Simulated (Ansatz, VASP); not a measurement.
**H: VASP beside Ansatz**

The input INCAR:

```
SYSTEM = H
  ALGO = Normal
  EDIFF = 1E-6
  ENCUT = 520
  GGA = CA
  ISIF = 2
  ISMEAR = 0
  LASPH = .TRUE.
  LCHARG = .TRUE.
  LELF = .TRUE.
  LREAL = .FALSE.
  LVHAR = .TRUE.
  LWAVE = .FALSE.
  NBANDS = 6
  NELM = 60
  PREC = Accurate
  SIGMA = 0.1
```

KPOINTS

```
k-points
0
G
  8 8 22
  0 0 0
```

POSCAR

```
H
1.0
    2.6496387389      0.0000000000      0.0000000000
    0.0000000000      2.6496387389      0.0000000000
    0.0000000000      0.0000000000      0.9804929200
H
1
Direct
    0.0000000000      0.0000000000      0.5000000000
```

Input for Ansatz:

```yaml
crystal:
  lattice:
    - [2.6496387389, 0.0, 0.0]
    - [0.0, 2.6496387389, 0.0]
    - [0.0, 0.0, 0.98049292]
  atoms:
    - { symbol: H, position: [0.0, 0.0, 0.5] }
basis: {}
kpoints:
  mp_grid: { grid: [8, 8, 22] }
hamiltonian:
  xc: lda
scf:
  occupations: { method: gaussian, width: 0.1 }
  mixing: { beta: 0.11 }
  max_iter: 88
output:
  forces: true
  stress: true
  eigenvalues: true
```

Alike in both runs: task single point; functional LDA; k mesh 8 × 8 × 22; occupations gaussian, width 0.1 eV; no spin polarisation.

```csv
,VASP,Ansatz
version,VASP 6.6.1,Ansatz 0.2.0
potentials or method,"VASP PAW LDA potentials, release 64 (H)","scalar-relativistic, plane waves, PAW"
plane-wave cutoff (eV),520,420
valence electrons in the cell,1,1
```

|  | VASP | Ansatz | Ansatz less VASP |
| --- | --- | --- | --- |
| gap on the k mesh at the Fermi level (eV) | none | none | - |
| pressure (GPa) | 1.2 | 1.4 | +0.15 |
| traceless stress, the component that is largest in VASP (GPa) | 2.43 | 2.15 | -0.277 |

LDA's correlation is that of Perdew and Zunger in VASP and of Perdew and Wang (1992) in Ansatz. A gap of «none» marks a metal or a gap that the smearing closes.
